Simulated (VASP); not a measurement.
Runs of VASP 6.6.1 on Na. The structure is that of space group Pm-3m (No. 221), or close to it. The cells are those of the table. 

```csv
cell,k mesh,gap on the mesh (eV),pressure (GPa)
"a = 3.340 Å, 1 atom",10 × 10 × 10,none,0.9
"a = 3.486 Å, 1 atom",15 × 15 × 15,none,0.0
"a = 3.576 Å, 1 atom",10 × 10 × 10,none,(b)
"a = 3.532 Å, 1 atom",10 × 10 × 10,none,-0.2
"a = 3.390 Å, 1 atom",10 × 10 × 10,none,0.5
"a = 3.439 Å, 1 atom",10 × 10 × 10,none,(a)
"a = 3.486 Å, 1 atom",10 × 10 × 10,none,0.0
"a = 3.620 Å, 1 atom",10 × 10 × 10,none,-0.5
```

Alike in all rows: task single point; level revPBE; potentials or basis VASP PAW PBE potentials, release 64 (Na_pv); no spin polarisation; cutoff (eV) 500; smearing fermi-dirac 0.1 eV.

**Question.** Fill in the values left out.

**Answer.** (a) 0.2; (b) -0.4.

Caveats: the PAW data sets were made with another functional, which shifts forces and pressure a little.

A gap of «none» marks levels without a gap at the run's occupations.
